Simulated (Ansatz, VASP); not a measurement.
# ZnS in VASP and in Ansatz

```
CELL_PARAMETERS angstrom
3.54533 0.00000 0.00000
-1.77267 3.07035 0.00000
0.00000 0.00000 6.97154
ATOMIC_POSITIONS crystal
Zn 0.33333 0.66667 0.00520
Zn 0.66667 0.33333 0.50520
S 0.33333 0.66667 0.37980
S 0.66667 0.33333 0.87980
```

Alike in both runs: task single point; functional PBE; k mesh 9 × 9 × 6; occupations gaussian, width 0.05 eV; no spin polarisation.

|  | VASP | Ansatz |
| --- | --- | --- |
| version | VASP 6.6.1 | Ansatz 0.2.0 |
| potentials or method | VASP PAW PBE potentials, release 64 (Zn, S), cutoff 520 eV | scalar-relativistic, plane waves, PAW |
| valence electrons in the cell | 36 | 36 |

Ansatz gave:

```
gap on the k mesh at the Fermi level (eV)                     : 1.31
least direct gap on the mesh (eV)                             : 1.31
pressure (GPa)                                                : 8.7
traceless stress, the component that is largest in VASP (GPa) : -15.48
rms of the force components (eV/Å)                            : 0.461
```

Task: Estimate VASP's values.

Result: gap on the k mesh at the Fermi level (eV): 1.31; least direct gap on the mesh (eV): 1.31; pressure (GPa): 8.9; traceless stress, the component that is largest in VASP (GPa): -15.56; rms of the force components (eV/Å): 0.470.

Atom by atom the forces differ by 0.009 eV/Å (rms over components).
